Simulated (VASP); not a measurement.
# PbS (Fm-3m) in VASP: notebook

Aim: see how the results for PbS move with the level of theory and the settings. Levels: LDA, PBE, PBEsol. Tasks: single point.

Everything below comes from runs of VASP 6.6.1. Logs are shortened: lines on timing, memory, paths and dates and some standing lists are left out, and cuts for length are marked.

**1. The cell of the first run**

It takes space group Fm-3m (No. 225, cubic). Conventional cell: a = 5.767 Å, b = 5.767 Å, c = 5.767 Å, α = 90.00°, β = 90.00°, γ = 90.00°. Pb (site symmetry m-3m) has 6 S at 2.88 Å within 3.8 Å. S (site symmetry m-3m) has 6 Pb at 2.88 Å within 3.8 Å.

**2. Single point, LDA**

File INCAR:

```
ALGO = Normal
EDIFF = 1E-6
ENCUT = 520
ISIF = 2
ISMEAR = -1
LASPH = T
LCHARG = F
LREAL = F
LWAVE = F
NBANDS = 17
NELM = 100
PREC = Accurate
SIGMA = 0.06
```

File KPOINTS:

```
k-points
0
Gamma
  8 8 8
```

File POSCAR:

```
PbS
1.0
    0.0000000000      2.8837260000      2.8837260000
    2.8837260000      0.0000000000      2.8837260000
    2.8837260000      2.8837260000      0.0000000000
Pb S
1 1
Direct
    0.0000000000      0.0000000000      0.0000000000
    0.5000000000      0.5000000000      0.5000000000
```

Potentials or basis: VASP PAW LDA potentials, release 64 (Pb_d, S).

Run with:

```bash
cat potpaw_LDA.64/Pb_d/POTCAR potpaw_LDA.64/S/POTCAR > POTCAR
mpirun -np 1 vasp_std > vasp.out
```

OUTCAR:

```text
EDIFF = 1E-6
   ENCUT = 520
   ISIF = 2
   ISMEAR = -1
   LASPH = T
   LREAL = F
   NELM = 100
   PREC = Accurate

 ion  position               nearest neighbor table
   1  0.000  0.000  0.000-   2 2.88   2 2.88   2 2.88   2 2.88   2 2.88   2 2.88
   2  0.500  0.500  0.500-   1 2.88   1 2.88   1 2.88   1 2.88   1 2.88   1 2.88

  LATTYP: Found a face centered cubic cell.
 ALAT       =     5.7674520000

  Lattice vectors:

 A1 = (   0.0000000000,   2.8837260000,   2.8837260000)
 A2 = (   2.8837260000,   0.0000000000,   2.8837260000)
 A3 = (   2.8837260000,   2.8837260000,   0.0000000000)

Analysis of symmetry for initial positions (statically):
=====================================================================
 Subroutine PRICEL returns:
 Original cell was already a primitive cell.

 Routine SETGRP: Setting up the symmetry group for a
 face centered cubic supercell.

 Subroutine GETGRP returns: Found 48 space group operations
 (whereof 48 operations were pure point group operations)
 out of a pool of 48 trial point group operations.

The static configuration has the point symmetry O_h .

Analysis of symmetry for dynamics (positions and initial velocities):
=====================================================================
 Subroutine PRICEL returns:
 Original cell was already a primitive cell.

 Routine SETGRP: Setting up the symmetry group for a
 face centered cubic supercell.

 Subroutine GETGRP returns: Found 48 space group operations
 (whereof 48 operations were pure point group operations)
 out of a pool of 48 trial point group operations.

The dynamic configuration has the point symmetry O_h .

 Subroutine INISYM returns: Found 48 space group operations
 (whereof 48 operations are pure point group operations),
 and found     1 'primitive' translations

----------------------------------------------------------------------------------------

                                     Primitive cell

  volume of cell :      47.9614

  direct lattice vectors                    reciprocal lattice vectors
     0.000000000  2.883726000  2.883726000    -0.173386792  0.173386792  0.173386792
     2.883726000  0.000000000  2.883726000     0.173386792 -0.173386792  0.173386792
     2.883726000  2.883726000  0.000000000     0.173386792  0.173386792 -0.173386792

  length of vectors
     4.078204419  4.078204419  4.078204419     0.300314733  0.300314733  0.300314733

  position of ions in fractional coordinates (direct lattice)
     0.000000000  0.000000000  0.000000000
     0.500000000  0.500000000  0.500000000

  ion indices of the primitive-cell ions
   primitive index   ion index
                 1           1
                 2           2

----------------------------------------------------------------------------------------

 KPOINTS: k-points

Automatic generation of k-mesh.
 Grid dimensions read from file:
 generate k-points for:    8    8    8

 Generating k-lattice:

  Cartesian coordinates                     Fractional coordinates (reciprocal lattice)
    -0.021673349  0.021673349  0.021673349     0.125000000  0.000000000  0.000000000
     0.021673349 -0.021673349  0.021673349     0.000000000  0.125000000  0.000000000
     0.021673349  0.021673349 -0.021673349     0.000000000  0.000000000  0.125000000

  Length of vectors
     0.037539342  0.037539342  0.037539342

  Shift w.r.t. Gamma in fractional coordinates (k-lattice)
     0.000000000  0.000000000  0.000000000

 Subroutine IBZKPT returns following result:
 ===========================================

 Found     29 irreducible k-points:

 Following reciprocal coordinates:
            Coordinates               Weight
  0.000000  0.000000  0.000000      1.000000
  0.125000  0.000000  0.000000      8.000000
  0.250000  0.000000  0.000000      8.000000
  0.375000  0.000000  0.000000      8.000000
  0.500000  0.000000  0.000000      4.000000
  0.125000  0.125000  0.000000      6.000000
[... 16 lines left out ...]
  0.500000  0.250000  0.125000     48.000000
 -0.375000  0.250000  0.125000     24.000000
 [... further k-points ...]
   k-points           NKPTS =     29   k-points in BZ     NKDIM =     29   number of bands    NBANDS=     17
   number of dos      NEDOS =    301   number of ions     NIONS =      2
   total plane-waves  NPLWV =  27000
   dimension x,y,z NGX =    30 NGY =   30 NGZ =   30
   dimension x,y,z NGXF=    60 NGYF=   60 NGZF=   60
   ions per type =               1   1
   NGX,Y,Z   is equivalent  to a cutoff of  12.23, 12.23, 12.23 a.u.
   NGXF,Y,Z  is equivalent  to a cutoff of  24.46, 24.46, 24.46 a.u.
 SYSTEM =  unknown system
   PREC   = accura    normal or accurate (medium, high low for compatibility)
   ISTART =      0    job   : 0-new  1-cont  2-samecut
   ICHARG =      2    charge: 1-file 2-atom 10-const
   ISPIN  =      1    spin polarized calculation?
   LNONCOLLINEAR =      F non collinear calculations
   LSORBIT =      F    spin-orbit coupling
   LASPH  =      T    aspherical Exc in radial PAW
   ENCUT  =  520.0 eV  38.22 Ry    6.18 a.u.   7.58  7.58  7.58*2*pi/ulx,y,z
   NELM   =    100;   NELMIN=  2; NELMDL= -5     # of ELM steps
   EDIFF  = 0.1E-05   stopping-criterion for ELM
   LREAL  =      F    real-space projection
   EDIFFG = 0.1E-04   stopping-criterion for IOM
   NSW    =      0    number of steps for IOM
   IBRION =     -1    ionic relax: 0-MD 1-quasi-New 2-CG
   NFREE  =      0    steps in history (QN), initial steepest desc. (CG)
   ISIF   =      2    stress and relaxation
   ISYM   =      2    0-nonsym 1-usesym 2-fastsym
   POTIM  = 0.5000    time-step for ionic-motion
   TEBEG  =    0.0;   TEEND  =   0.0 temperature during run
   PSTRESS=    0.0 pullay stress
   NELECT =      20.0000    total number of electrons
   NUPDOWN=      -1.0000    fix difference up-down
   EMIN   =  10.00;   EMAX   =-10.00  energy-range for DOS
   EFERMI =   0.00;   METHOD = LEGACY
   ISMEAR =    -1;   SIGMA  =   0.06  broadening in eV -4-tet -1-fermi 0-gaus
   EFERMI_NEDOS =   21; number of points for ismear=-14 and -15
   IALGO  =     38    algorithm
   IMIX   =      4    mixing-type and parameters
     AMIX     =   0.40;   BMIX     =  1.00
     AMIX_MAG =   1.60;   BMIX_MAG =  1.00
  volume/ion in A,a.u.               =      23.98       161.83
  Fermi-wavevector in a.u.,A,eV,Ry     =   1.223078  2.311282 20.353226  1.495920
  Thomas-Fermi vector in A             =   2.358202
   LORBIT       =      0    0 simple, 1 ext, 2 COOP (PROOUT), +10 PAW based schemes
   GGA     = CA    functional components
   LHFCALC =     F    Hartree Fock is set to
   AEXX    =    0.0000 exact exchange contribution
   IVDW    =     0    specifies the selected vdW correction
   LEPSILON=     F    determine dielectric tensor
   LRPA    =     F    only Hartree local field effects (RPA)
 non-spin polarized calculation
  energy-cutoff  :      520.00
  volume of cell :       47.96
 maximum number of plane-waves:      1308
   NGX = 15   NGY = 15   NGZ = 15

 number of electron      19.9999995 magnetization

 Free energy of the ion-electron system (eV)
  ---------------------------------------------------
  ext. energy  EPLUGINS =         0.00000000
  ---------------------------------------------------
  free energy    TOTEN  =        -9.98266380 eV

  energy without entropy =       -9.98160581  energy(sigma->0) =       -9.98213480

 E-fermi :   6.8091     XC(G=0): -10.4202

 val. band max:        6.7432169585   @ k =   0.5000   0.0000   0.0000
 cond. band min:       6.8750378642   @ k =   0.5000   0.0000   0.0000
 fundamental gap:      0.1318209057
 Fermi energy:         6.8091339254

 k-point     1 :       0.0000    0.0000    0.0000
  band No.  band energies     occupation
      1     -10.1892      2.00000
      2     -10.1892      2.00000
      3     -10.1892      2.00000
      4     -10.1835      2.00000
      5     -10.1835      2.00000
      6      -7.6188      2.00000
[... 9 lines left out ...]
     16      13.1867      0.00000
     17      14.9314      0.00000

 k-point     2 :       0.1250    0.0000    0.0000
  band No.  band energies     occupation
      1     -10.1916      2.00000
      2     -10.1916      2.00000
      3     -10.1887      2.00000
      4     -10.1785      2.00000
      5     -10.1785      2.00000
      6      -7.4641      2.00000
[... 9 lines left out ...]
     16      13.6004      0.00000
     17      16.3212      0.00000

 k-point     3 :       0.2500    0.0000    0.0000
  band No.  band energies     occupation
      1     -10.2074      2.00000
      2     -10.2074      2.00000
      3     -10.1881      2.00000
      4     -10.1559      2.00000
      5     -10.1559      2.00000
      6      -7.0279      2.00000
[... 9 lines left out ...]
     16      14.4834      0.00000
     17      18.7100      0.00000

 k-point     4 :       0.3750    0.0000    0.0000
  band No.  band energies     occupation
      1     -10.2233      2.00000
      2     -10.2233      2.00000
      3     -10.1884      2.00000
      4     -10.1329      2.00000
      5     -10.1329      2.00000
      6      -6.4406      2.00000
[... 9 lines left out ...]
     16      15.7470      0.00000
     17      18.7724      0.00000

 k-point     5 :       0.5000    0.0000    0.0000
  band No.  band energies     occupation
      1     -10.2299      2.00000
      2     -10.2299      2.00000
      3     -10.1888      2.00000
      4     -10.1234      2.00000
      5     -10.1234      2.00000
      6      -6.1058      2.00000
[... 9 lines left out ...]
     16      16.6929      0.00000
     17      17.3852      0.00000

 k-point     6 :       0.1250    0.1250    0.0000
  band No.  band energies     occupation
      1     -10.2028      2.00000
      2     -10.1949      2.00000
      3     -10.1782      2.00000
      4     -10.1773      2.00000
      5     -10.1773      2.00000
      6      -7.4080      2.00000
[... 9 lines left out ...]
     16      14.5252      0.00000
     17      16.0072      0.00000
[... 281 lines left out ...]
 k-point    21 :       0.5000    0.5000    0.0000
  band No.  band energies     occupation
      1     -10.4245      2.00000
      2     -10.2273      2.00000
      3     -10.1471      2.00000
      4     -10.1025      2.00000
      5     -10.1025      2.00000
      6      -5.4974      2.00000
[... 9 lines left out ...]
     16      18.9737      0.00000
     17      18.9737      0.00000

 k-point    22 :       0.3750    0.2500    0.1250
  band No.  band energies     occupation
      1     -10.2595      2.00000
      2     -10.1957      2.00000
      3     -10.1894      2.00000
      4     -10.1482      2.00000
      5     -10.1404      2.00000
      6      -6.6290      2.00000
[... 9 lines left out ...]
     16      16.5941      0.00000
     17      17.0032      0.00000

 k-point    23 :       0.5000    0.2500    0.1250
  band No.  band energies     occupation
      1     -10.2831      2.00000
      2     -10.2006      2.00000
      3     -10.1833      2.00000
      4     -10.1435      2.00000
      5     -10.1272      2.00000
      6      -6.0854      2.00000
[... 9 lines left out ...]
     16      17.0123      0.00000
     17      18.1144      0.00000

 k-point    24 :      -0.3750    0.2500    0.1250
  band No.  band energies     occupation
      1     -10.2916      2.00000
      2     -10.2063      2.00000
      3     -10.1715      2.00000
      4     -10.1501      2.00000
      5     -10.1197      2.00000
      6      -5.7955      2.00000
[... 9 lines left out ...]
     16      17.6104      0.00000
     17      17.9239      0.00000

 [... further k-points ...]
[... 5 lines left out ...]
  --------------------------------------------------------------------------------------
  -------------------------------------------------------------------------------------
  Total        0.8291243      0.8291243      0.8291243      0.0000000      0.0000000      0.0000000
  in kB       27.6973527     27.6973527     27.6973527      0.0000000      0.0000000      0.0000000
  external PRESSURE =      27.6973527 kB  Pullay stress =       0.0000000 kB

 VOLUME and BASIS-vectors are now :
 -----------------------------------------------------------------------------
  energy-cutoff  :      520.00
  volume of cell :       47.96
      direct lattice vectors                 reciprocal lattice vectors
     0.000000000  2.883726000  2.883726000    -0.173386792  0.173386792  0.173386792
     2.883726000  0.000000000  2.883726000     0.173386792 -0.173386792  0.173386792
     2.883726000  2.883726000  0.000000000     0.173386792  0.173386792 -0.173386792

 POSITION                                       TOTAL-FORCE (eV/Angst)
 -----------------------------------------------------------------------------------
      0.00000      0.00000      0.00000        -0.000000     -0.000000     -0.000000
      2.88373      2.88373      2.88373         0.000000      0.000000      0.000000
 -----------------------------------------------------------------------------------
    total drift:                               -0.000000      0.000000      0.000000

  FREE ENERGIE OF THE ION-ELECTRON SYSTEM (eV)
  ---------------------------------------------------
  free  energy   TOTEN  =        -9.9826637951 eV

  energy  without entropy=       -9.9816058057  energy(sigma->0) =       -9.98213480
```

It took 8.7 s on 1 thread of Intel Xeon 6975P-C (Granite Rapids), shared host; peak memory 0.15 GiB.

Results:

| Quantity | Value |
| --- | --- |
| Free energy | -9.9827 eV |
| Pressure | 2.8 GPa |
| Band gap on the k mesh | 0.13 eV, direct |

Caveat: spin-orbit coupling is left out, which moves the levels of the heavy elements. A k mesh can miss the band edges.

**3. Single point, PBE**

File INCAR:

```
PREC     = Accurate       # precision mode
ENCUT    = 520            # plane-wave cutoff, eV
EDIFF    = 1E-7           # SCF threshold, eV
ISMEAR   = -1             # smearing method
SIGMA    = 0.06           # smearing width, eV
LREAL    = False          # projectors in reciprocal space
LASPH    = True           # aspherical terms in the spheres
NELM     = 80             # most SCF steps
ALGO     = Normal         # electronic algorithm
ISIF     = 2              # what is computed and relaxed
LWAVE    = False          # write WAVECAR
LCHARG   = False          # write CHGCAR
GGA      = PE             # functional
NBANDS   = 17             # bands
```

File KPOINTS:

```
Automatic mesh
0
Gamma
  8 8 8
```

POSCAR is that of step 2.

Potentials or basis: VASP PAW PBE potentials, release 64 (Pb_d, S).

Run with:

```bash
cat potpaw_PBE.64/Pb_d/POTCAR potpaw_PBE.64/S/POTCAR > POTCAR
mpirun -np 1 vasp_std > vasp.out
```

Run time: 11 s. Hardware: 1 thread of Intel Xeon 6975P-C (Granite Rapids), shared host; peak memory 0.17 GiB.

It converged, with:

```
Free energy            : -8.6225 eV
Pressure               : 8.3 GPa
Band gap on the k mesh : 0.01 eV, direct
```

Levels at points of the mesh, in eV from the valence-band top:
```
           k point  band 8  band 9  band 10  band 11  band 12  band 13
(0.00, 0.00, 0.00)   -2.73   -2.73    -2.73     5.35     5.35     5.35
(0.50, 0.00, 0.00)   -2.27   -2.27     0.00     0.01     1.64     1.64
(0.50, 0.50, 0.00)   -6.08   -4.14    -4.14     3.35     5.74     5.89
```

Caveat: spin-orbit coupling is left out, which moves the levels of the heavy elements. A k mesh can miss the band edges.

**4. Single point, PBEsol**

File INCAR:

```
PREC = Accurate ; ENCUT = 520
EDIFF = 1E-7 ; ISMEAR = -1
SIGMA = 0.06 ; LREAL = False
LASPH = True ; NELM = 60
ALGO = Normal ; ISIF = 2
LWAVE = False ; LCHARG = True
GGA = PS ; LELF = True
LVHAR = True ; NBANDS = 17
```

KPOINTS is that of step 3.

POSCAR is that of step 3.

Run with:

```bash
cat potpaw_PBE.64/Pb_d/POTCAR potpaw_PBE.64/S/POTCAR > POTCAR
mpirun -np 1 vasp_std > vasp.out
```

Wall time 11 s (1 thread of Intel Xeon 6975P-C (Granite Rapids), shared host); peak memory 0.18 GiB.

The run converged. Its results:

```
Free energy            : -9.4096 eV
Pressure               : 4.7 GPa
Band gap on the k mesh : 0.10 eV, direct
```

Levels at points of the mesh, in eV from the valence-band top:
```csv
k point,band 6,band 7,band 8,band 9,band 10,band 11,band 12,band 13,band 14,band 15
"(0.00, 0.00, 0.00)",-14.43,-5.92,-2.63,-2.63,-2.63,5.39,5.39,5.39,6.40,6.40
"(0.50, 0.00, 0.00)",-12.94,-9.46,-2.16,-2.16,0.00,0.09,1.67,1.67,8.57,9.91
"(0.50, 0.50, 0.00)",-12.33,-7.40,-6.04,-4.07,-4.07,3.32,5.78,5.95,5.95,11.23
```

Caveat: the PAW data sets were made with another functional, which shifts forces and pressure a little; spin-orbit coupling is left out, which moves the levels of the heavy elements.

(Continued in part 2 of 2.)
